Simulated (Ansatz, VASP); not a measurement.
## Two plane-wave programs on TaTe2H

```
Ta Te H
1.0
     2.22902   -5.57934    0.00000
     2.22902    5.57934    0.00000
     0.00000    0.00000    7.26173
Ta Te H
2 4 2
Direct
  0.43123 0.56877 0.75000
  0.56877 0.43123 0.25000
  0.14884 0.85116 0.94490
  0.14884 0.85116 0.55510
  0.85116 0.14884 0.05510
  0.85116 0.14884 0.44490
  0.71185 0.28815 0.75000
  0.28815 0.71185 0.25000
```

Change from the starting cell: species swapped into the YGa2Ni type (Cmcm, No. 63).

Alike in both runs: task single point; functional PBE; k mesh 4 × 4 × 4; occupations gaussian, width 0.1 eV; no spin polarisation.

|  | VASP | Ansatz |
| --- | --- | --- |
| version | VASP 6.6.1 | Ansatz 0.2.0 |
| potentials or method | VASP PAW PBE potentials, release 64 (Ta_pv, Te, H), cutoff 520 eV | scalar-relativistic, plane waves, PAW |
| valence electrons in the cell | 48 | 92 |

```tsv
	VASP	Ansatz	Ansatz less VASP
gap on the k mesh at the Fermi level (eV)	none	none	-
pressure (GPa)	-10.2	-10.2	+0.04
traceless stress, the component that is largest in VASP (GPa)	2.08	2.07	-0.009
rms of the force components (eV/Å)	0.921	0.922	+0.0010
```

Atom by atom the forces differ by 0.002 eV/Å (rms over components). A gap of «none» marks a metal or a gap that the smearing closes. VASP's potentials hold 48 valence electrons a cell and Ansatz's 92, so a difference there can come from the potentials and not from the codes.

The k mesh is coarse, so the values compare programs but aren't converged. Spin-orbit coupling is off throughout.
